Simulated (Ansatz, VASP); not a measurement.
**One calculation of CuAs, two programs**

```xyz
4
Lattice="3.9561 0.0000 0.0000 -1.9781 3.4261 0.0000 0.0000 0.0000 5.1171" Properties=species:S:1:pos:R:3 pbc="T T T"
Cu    0.0000    0.0000    2.5585
Cu    0.0000    0.0000    0.0000
As    1.9781    1.1420    3.8378
As    0.0000    2.2841    1.2793
```

Alike in both runs: task single point; functional LDA; k mesh 12 × 12 × 8; occupations gaussian, width 0.15 eV; no spin polarisation.

|  | VASP | Ansatz |
| --- | --- | --- |
| version | VASP 6.6.1 | Ansatz 0.2.0 |
| potentials or method | VASP PAW LDA potentials, release 64 (Cu, As), cutoff 520 eV | scalar-relativistic, plane waves, PAW |
| valence electrons in the cell | 32 | 68 |

|  | VASP | Ansatz | Ansatz less VASP |
| --- | --- | --- | --- |
| gap on the k mesh at the Fermi level (eV) | none | none | - |
| pressure (GPa) | -12.7 | -13.1 | -0.39 |
| traceless stress, the component that is largest in VASP (GPa) | -0.46 | -0.51 | -0.047 |

LDA's correlation is that of Perdew and Zunger in VASP and of Perdew and Wang (1992) in Ansatz. A gap of «none» marks a metal or a gap that the smearing closes. VASP's potentials hold 32 valence electrons a cell and Ansatz's 68, so a difference there can come from the potentials and not from the codes.
